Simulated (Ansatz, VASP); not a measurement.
## Cu in VASP and in Ansatz

The input INCAR:

```
SYSTEM = Cu
PREC = Accurate
ENCUT = 520
EDIFF = 1E-6
ISMEAR = -1
SIGMA = 0.1
LREAL = .FALSE.
LASPH = .TRUE.
NELM = 100
ALGO = Normal
ISIF = 2
LWAVE = .FALSE.
LCHARG = .FALSE.
GGA = B5
ALDAX = 1.0
AGGAX = 1.0
AGGAC = 1.0
ALDAC = 0.0
NBANDS = 12
```

KPOINTS

```
Automatic mesh
0
G
  24 24 24
  0 0 0
```

Contents of POSCAR:

```
Cu
1.0
    0.0000000000      1.8990307275      1.8990307275
    1.8990307275      0.0000000000      1.8990307275
    1.8990307275      1.8990307275      0.0000000000
Cu
1
Direct
    0.0000000000      0.0000000000      0.0000000000
```

Input for Ansatz:

```yaml
crystal:
  lattice:
    - [0.0, 1.8990307275, 1.8990307275]
    - [1.8990307275, 0.0, 1.8990307275]
    - [1.8990307275, 1.8990307275, 0.0]
  atoms:
    - { symbol: Cu, position: [0.0, 0.0, 0.0] }
hamiltonian:
  xc: blyp
  pseudopotentials:
    kind: paw
    azcp:
      Cu: "pseudopotentials/Cu.paw.azcp"
basis:
  ecutwfc: 420
  fft_grid_basis: typed
kpoints:
  mp_grid: { grid: [24, 24, 24], shift: [0, 0, 0] }
magnetization:
  spin_polarized: false
scf:
  occupations: { method: fermi_dirac, width: 0.1 }
output:
  stress: true
```

Alike in both runs: task single point; functional BLYP; k mesh 24 × 24 × 24; occupations fermi-dirac, width 0.1 eV; no spin polarisation.

```csv
,VASP,Ansatz
version,VASP 6.6.1,Ansatz 0.2.0
potentials or method,"VASP PAW PBE potentials, release 64 (Cu), cutoff 520 eV","plane waves (420 eV) with PAW, scalar-relativistic"
valence electrons in the cell,11,19
```

|  | VASP | Ansatz | Ansatz less VASP |
| --- | --- | --- | --- |
| pressure (GPa) | -6.7 | -7.2 | -0.57 |

VASP's potentials were made for PBE, not for BLYP. The functional is the same, so the differences come from potentials, cutoffs and numerics. VASP's potentials hold 11 valence electrons a cell and Ansatz's 19, so a difference there can come from the potentials and not from the codes.
